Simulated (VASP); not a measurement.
# CoH4 (P4/mmm) in VASP: single point with PBE

Aim: the single point of CoH4 with PBE.

Program: VASP 6.6.1. These are calculated values, not measurements. Logs are shortened: lines on timing, memory, paths and dates and some standing lists are left out, and cuts for length are marked.

## 1. The cell of the first run

It takes space group P4/mmm (No. 123, tetragonal). The conventional cell has a = 2.954 Å, b = 2.954 Å, c = 2.678 Å, α = 90.00°, β = 90.00°, γ = 90.00°. Co (site symmetry 4/mmm) has 16 H at 1.99 to 2.13 Å and 2 Co at 2.68 Å within 2.7 Å. Within 1.1 Å of H (site symmetry 4mm) lie 1 H at 0.81 Å. Within 2.3 Å of H (site symmetry mmm) lie 12 H at 1.75 to 2.28 Å and 4 Co at 1.99 Å.

The cell was built from a structure type or drawn by symmetry, and may not be a known phase.

## 2. Single point, PBE, collinear spin, ferromagnetic start

INCAR

```
ALGO = Normal ; EDIFF = 1E-6
ENCUT = 520 ; GGA = PE
ISIF = 2 ; ISMEAR = 0
ISPIN = 2 ; LASPH = True
LCHARG = True ; LELF = True
LMAXMIX = 4 ; LORBIT = 11
LREAL = False ; LVHAR = True
LWAVE = False ; MAGMOM = 1.17 0 0 0 0
NBANDS = 18 ; NELM = 150
PREC = Accurate ; SIGMA = 0.1
```

KPOINTS

```
k-points
0
Gamma
  12 12 14
```

POSCAR

```
CoH4
1.0
    2.9535322117      0.0000000000      0.0000000000
    0.0000000000      2.9535322117      0.0000000000
    0.0000000000      0.0000000000      2.6783971861
Co H
1 4
Direct
    0.0000000000      0.0000000000      0.0000000000
    0.5000000000      0.5000000000      0.8492183449
    0.5000000000      0.5000000000      0.1507816551
    0.0000000000      0.5000000000      0.5000000000
    0.5000000000      0.0000000000      0.5000000000
```

Potentials or basis: VASP PAW PBE potentials, release 64 (Co, H).

Launch:

```sh
$ cat potpaw_PBE.64/Co/POTCAR potpaw_PBE.64/H/POTCAR > POTCAR
$ mpirun -np 1 vasp_std > vasp.out
```

OUTCAR:

```text
EDIFF = 1E-6
   ENCUT = 520
   GGA = PE
   ISIF = 2
   ISMEAR = 0
   ISPIN = 2
   LASPH = True
   LORBIT = 11
   LREAL = False
   NELM = 150
   PREC = Accurate

 ion  position               nearest neighbor table
   1  0.000  0.000  0.000-   4 1.99   5 1.99   4 1.99   5 1.99   4 1.99   4 1.99   5 1.99   5 1.99

   2  0.500  0.500  0.849-   3 0.81
   3  0.500  0.500  0.151-   2 0.81
   4  0.000  0.500  0.500-   1 1.99   1 1.99   1 1.99   1 1.99
   5  0.500  0.000  0.500-   1 1.99   1 1.99   1 1.99   1 1.99

  LATTYP: Found a simple tetragonal cell.
 ALAT       =     2.9535322117
 C/A-ratio  =     0.9068454292

  Lattice vectors:

 A1 = (   2.9535322117,   0.0000000000,   0.0000000000)
 A2 = (   0.0000000000,   2.9535322117,   0.0000000000)
 A3 = (   0.0000000000,   0.0000000000,   2.6783971861)

Analysis of symmetry for initial positions (statically):
=====================================================================
 Subroutine PRICEL returns:
 Original cell was already a primitive cell.

 Routine SETGRP: Setting up the symmetry group for a
 simple tetragonal supercell.

 Subroutine GETGRP returns: Found 16 space group operations
 (whereof 16 operations were pure point group operations)
 out of a pool of 16 trial point group operations.

The static configuration has the point symmetry D_4h.

Analysis of symmetry for dynamics (positions and initial velocities):
=====================================================================
 Subroutine PRICEL returns:
 Original cell was already a primitive cell.

 Routine SETGRP: Setting up the symmetry group for a
 simple tetragonal supercell.

 Subroutine GETGRP returns: Found 16 space group operations
 (whereof 16 operations were pure point group operations)
 out of a pool of 16 trial point group operations.

The dynamic configuration has the point symmetry D_4h.

Analysis of structural, dynamic, and magnetic symmetry:
=====================================================================
 Subroutine PRICEL returns:
 Original cell was already a primitive cell.

 Routine SETGRP: Setting up the symmetry group for a
 simple tetragonal supercell.

 Subroutine GETGRP returns: Found 16 space group operations
 (whereof 16 operations were pure point group operations)
 out of a pool of 16 trial point group operations.

The overall configuration has the point symmetry D_4h.

 Subroutine INISYM returns: Found 16 space group operations
 (whereof 16 operations are pure point group operations),
 and found     1 'primitive' translations

----------------------------------------------------------------------------------------

                                     Primitive cell

  volume of cell :      23.3646

  direct lattice vectors                    reciprocal lattice vectors
     2.953532212  0.000000000  0.000000000     0.338577652  0.000000000  0.000000000
     0.000000000  2.953532212  0.000000000     0.000000000  0.338577652  0.000000000
     0.000000000  0.000000000  2.678397186     0.000000000  0.000000000  0.373357620

  length of vectors
     2.953532212  2.953532212  2.678397186     0.338577652  0.338577652  0.373357620

  position of ions in fractional coordinates (direct lattice)
     0.000000000  0.000000000  0.000000000
     0.500000000  0.500000000  0.849218345
     0.500000000  0.500000000  0.150781655
     0.000000000  0.500000000  0.500000000
     0.500000000  0.000000000  0.500000000

  ion indices of the primitive-cell ions
   primitive index   ion index
                 1           1
                 2           2
                 3           3
                 4           4
                 5           5

----------------------------------------------------------------------------------------

 KPOINTS: k-points

Automatic generation of k-mesh.
 Grid dimensions read from file:
 generate k-points for:   12   12   14

 Generating k-lattice:

  Cartesian coordinates                     Fractional coordinates (reciprocal lattice)
     0.028214804  0.000000000  0.000000000     0.083333333  0.000000000  0.000000000
     0.000000000  0.028214804  0.000000000     0.000000000  0.083333333  0.000000000
     0.000000000  0.000000000  0.026668401     0.000000000  0.000000000  0.071428571

  Length of vectors
     0.028214804  0.028214804  0.026668401

  Shift w.r.t. Gamma in fractional coordinates (k-lattice)
     0.000000000  0.000000000  0.000000000

 Subroutine IBZKPT returns following result:
 ===========================================

 Found    224 irreducible k-points:

 Following reciprocal coordinates:
            Coordinates               Weight
  0.000000  0.000000  0.000000      1.000000
  0.083333  0.000000  0.000000      4.000000
  0.166667  0.000000  0.000000      4.000000
  0.250000  0.000000  0.000000      4.000000
  0.333333  0.000000  0.000000      4.000000
  0.416667  0.000000  0.000000      4.000000
[... 16 lines left out ...]
  0.333333  0.333333  0.000000      4.000000
  0.416667  0.333333  0.000000      8.000000
 [... further k-points ...]
   k-points           NKPTS =    224   k-points in BZ     NKDIM =    224   number of bands    NBANDS=     18
   number of dos      NEDOS =    301   number of ions     NIONS =      5
   total plane-waves  NPLWV =  11520
   dimension x,y,z NGX =    24 NGY =   24 NGZ =   20
   dimension x,y,z NGXF=    48 NGYF=   48 NGZF=   40
   ions per type =               1   4
   NGX,Y,Z   is equivalent  to a cutoff of  13.51, 13.51, 12.41 a.u.
   NGXF,Y,Z  is equivalent  to a cutoff of  27.02, 27.02, 24.83 a.u.
 SYSTEM =  unknown system
   PREC   = accura    normal or accurate (medium, high low for compatibility)
   ISTART =      0    job   : 0-new  1-cont  2-samecut
   ICHARG =      2    charge: 1-file 2-atom 10-const
   ISPIN  =      2    spin polarized calculation?
   LNONCOLLINEAR =      F non collinear calculations
   LSORBIT =      F    spin-orbit coupling
   LASPH  =      T    aspherical Exc in radial PAW
   ENCUT  =  520.0 eV  38.22 Ry    6.18 a.u.   5.49  5.49  4.98*2*pi/ulx,y,z
   NELM   =    150;   NELMIN=  2; NELMDL= -5     # of ELM steps
   EDIFF  = 0.1E-05   stopping-criterion for ELM
   LREAL  =      F    real-space projection
   EDIFFG = 0.1E-04   stopping-criterion for IOM
   NSW    =      0    number of steps for IOM
   IBRION =     -1    ionic relax: 0-MD 1-quasi-New 2-CG
   NFREE  =      0    steps in history (QN), initial steepest desc. (CG)
   ISIF   =      2    stress and relaxation
   ISYM   =      2    0-nonsym 1-usesym 2-fastsym
   POTIM  = 0.5000    time-step for ionic-motion
   TEBEG  =    0.0;   TEEND  =   0.0 temperature during run
   PSTRESS=    0.0 pullay stress
   NELECT =      13.0000    total number of electrons
   NUPDOWN=      -1.0000    fix difference up-down
   EMIN   =  10.00;   EMAX   =-10.00  energy-range for DOS
   EFERMI =   0.00;   METHOD = LEGACY
   ISMEAR =     0;   SIGMA  =   0.10  broadening in eV -4-tet -1-fermi 0-gaus
   EFERMI_NEDOS =   21; number of points for ismear=-14 and -15
   IALGO  =     38    algorithm
   IMIX   =      4    mixing-type and parameters
     AMIX     =   0.40;   BMIX     =  1.00
     AMIX_MAG =   1.60;   BMIX_MAG =  1.00
  volume/ion in A,a.u.               =       4.67        31.53
  Fermi-wavevector in a.u.,A,eV,Ry     =   1.346490  2.544497 24.667845  1.813035
  Thomas-Fermi vector in A             =   2.474318
   LORBIT       =     11    0 simple, 1 ext, 2 COOP (PROOUT), +10 PAW based schemes
   GGA     = PE    functional components
   LHFCALC =     F    Hartree Fock is set to
   AEXX    =    0.0000 exact exchange contribution
   IVDW    =     0    specifies the selected vdW correction
   LEPSILON=     F    determine dielectric tensor
   LRPA    =     F    only Hartree local field effects (RPA)
 spin polarized calculation
 Gauss-broadening in eV      SIGMA  =   0.10
  energy-cutoff  :      520.00
  volume of cell :       23.36
 maximum number of plane-waves:       642
 NGX is ok and might be reduce to    24
   NGX = 11   NGY = 11   NGZ =  9

 number of electron      12.9999997 magnetization       1.1249984

 Free energy of the ion-electron system (eV)
  ---------------------------------------------------
  ext. energy  EPLUGINS =         0.00000000
  ---------------------------------------------------
  free energy    TOTEN  =       -17.44234866 eV

  energy without entropy =      -17.43931408  energy(sigma->0) =      -17.44083137

 E-fermi :   6.5966     XC(G=0): -11.8788

 val. band max:        6.5813694010   @ k =   0.0833   0.0833   0.0714
 cond. band min:       6.6042773699   @ k =   0.5000   0.2500   0.5000
 fundamental gap:      0.0229079689
 Fermi energy:         6.5965527179

 spin component 1

 k-point     1 :       0.0000    0.0000    0.0000
  band No.  band energies     occupation
      1      -7.8340      1.00000
      2       1.8912      1.00000
      3       1.9618      1.00000
      4       5.0091      1.00000
      5       5.4185      1.00000
      6       5.4185      1.00000
[... 481 lines left out ...]
      5       5.0072      1.00000
      6       5.1245      1.00000
[... 10 lines left out ...]
     17      31.2235      0.00000
     18      31.9240      0.00000

 [... further k-points ...]

 spin component 2

 k-point     1 :       0.0000    0.0000    0.0000
  band No.  band energies     occupation
      1      -7.7457      1.00000
      2       2.6677      1.00000
      3       2.7000      1.00000
      4       6.0725      1.00000
      5       6.1184      1.00000
      6       6.1184      1.00000
[... 481 lines left out ...]
      5       5.6678      1.00000
      6       5.7978      1.00000
[... 10 lines left out ...]
     17      31.3436      0.00000
     18      32.0777      0.00000

 [... further k-points ...]
[... 5 lines left out ...]
  --------------------------------------------------------------------------------------
  -------------------------------------------------------------------------------------
  Total       -0.0701663     -0.0701663     -0.0351367      0.0000000     -0.0000000      0.0000000
  in kB       -4.8115023     -4.8115023     -2.4094228      0.0000000     -0.0000000      0.0000000
  external PRESSURE =      -4.0108091 kB  Pullay stress =       0.0000000 kB

 VOLUME and BASIS-vectors are now :
 -----------------------------------------------------------------------------
  energy-cutoff  :      520.00
  volume of cell :       23.36
      direct lattice vectors                 reciprocal lattice vectors
     2.953532212  0.000000000  0.000000000     0.338577652  0.000000000  0.000000000
     0.000000000  2.953532212  0.000000000     0.000000000  0.338577652  0.000000000
     0.000000000  0.000000000  2.678397186     0.000000000  0.000000000  0.373357620

 POSITION                                       TOTAL-FORCE (eV/Angst)
 -----------------------------------------------------------------------------------
      0.00000      0.00000      0.00000         0.000000      0.000000      0.000000
      1.47677      1.47677      2.27454         0.000000     -0.000000     -0.000814
      1.47677      1.47677      0.40385        -0.000000     -0.000000      0.000814
      0.00000      1.47677      1.33920         0.000000      0.000000      0.000000
      1.47677      0.00000      1.33920         0.000000      0.000000      0.000000
 -----------------------------------------------------------------------------------
    total drift:                                0.000000      0.000000      0.000000

  FREE ENERGIE OF THE ION-ELECTRON SYSTEM (eV)
  ---------------------------------------------------
  free  energy   TOTEN  =       -17.4423486604 eV

  energy  without entropy=      -17.4393140785  energy(sigma->0) =      -17.44083137

 total charge

# of ion       s       p       d       tot
------------------------------------------
    1        0.321   0.379   7.417   8.117
    2        0.552   0.046   0.000   0.598
    3        0.552   0.046   0.000   0.598
    4        0.466   0.020   0.000   0.486
    5        0.466   0.020   0.000   0.486
--------------------------------------------------
tot          2.357   0.511   7.417  10.284

 magnetization (x)

# of ion       s       p       d       tot
------------------------------------------
    1        0.010  -0.003   1.082   1.089
    2        0.027   0.001   0.000   0.029
    3        0.027   0.001   0.000   0.029
    4       -0.003  -0.001   0.000  -0.004
    5       -0.003  -0.001   0.000  -0.004
--------------------------------------------------
tot          0.060  -0.003   1.082   1.139
```

Wall time 2.4 min (1 thread of Intel Xeon 8259CL, shared host); peak memory 0.25 GiB.

Results:

```yaml
Free_energy: -17.4423 eV
Pressure: -0.4 GPa
Net_moment: 1.12 μB per cell
Site_moments: Co +1.09; H +0.03, -0.00 (each value once) μB
Valence_electrons_inside_the_program's_atomic_spheres: Co 8.12; H 0.60, 0.49 (each value once)
```
